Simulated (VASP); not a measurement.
The system is CuAu.

```
Cu Au
1.0
     4.86907    0.00000    0.00000
     0.00000    4.86907    0.00000
     0.00000    0.00000    4.86907
Cu Au
4 4
Cartesian
  0.6525 0.6525 0.6525
  1.7821 4.2166 3.0870
  3.0870 1.7821 4.2166
  4.2166 3.0870 1.7821
  4.1119 4.1119 4.1119
  3.1917 0.7571 1.6774
  1.6774 3.1917 0.7571
  0.7571 1.6774 3.1917
```

- Program: VASP 6.6.1
- Task: relaxation of cell and atoms
- Functional: PBE
- Potentials or basis: VASP PAW PBE potentials, release 64 (Cu, Au)
- Cutoff: 600 eV
- k mesh: 4 × 4 × 4
- Occupations: gaussian, width 0.1 eV
- Spin: no spin polarisation

At the start: pressure 13.2 GPa; volume 14.43 Å³/atom.

**Question.** Where does the relaxation end?

**Answer.** Over 8 steps the energy falls by 96.6 meV/atom and the volume is 15.44 Å³/atom (+7.0 %); space group P2_13 (No. 198, to 0.05 Å).

The path:
| step | energy change (eV) | largest force (eV/Å) | pressure (GPa) | volume (Å³) |
| --- | --- | --- | --- | --- |
| 1 | 0.0000 | 1.5746 | 13.16 | 115.44 |
| 2 | -0.2481 | 0.4068 | -9.42 | 136.39 |
| 3 | -0.5381 | 0.7817 | -2.09 | 126.63 |
| 4 | -0.5382 | 0.7940 | -1.77 | 126.38 |
| 5 | -0.6603 | 0.5770 | -0.89 | 124.95 |
| 6 | -0.7638 | 0.0606 | 1.54 | 122.04 |
| 7 | -0.7667 | 0.0707 | -1.20 | 124.79 |
| 8 | -0.7729 | 0.0153 | 0.11 | 123.56 |

Final structure:
```
Cu Au
1.0
     4.98070    0.00000    0.00000
     0.00000    4.98070    0.00000
     0.00000    0.00000    4.98070
Cu Au
4 4
Direct
  0.15441 0.15441 0.15441
  0.34559 0.84559 0.65441
  0.65441 0.34559 0.84559
  0.84559 0.65441 0.34559
  0.84517 0.84517 0.84517
  0.65483 0.15483 0.34517
  0.34517 0.65483 0.15483
  0.15483 0.34517 0.65483
```
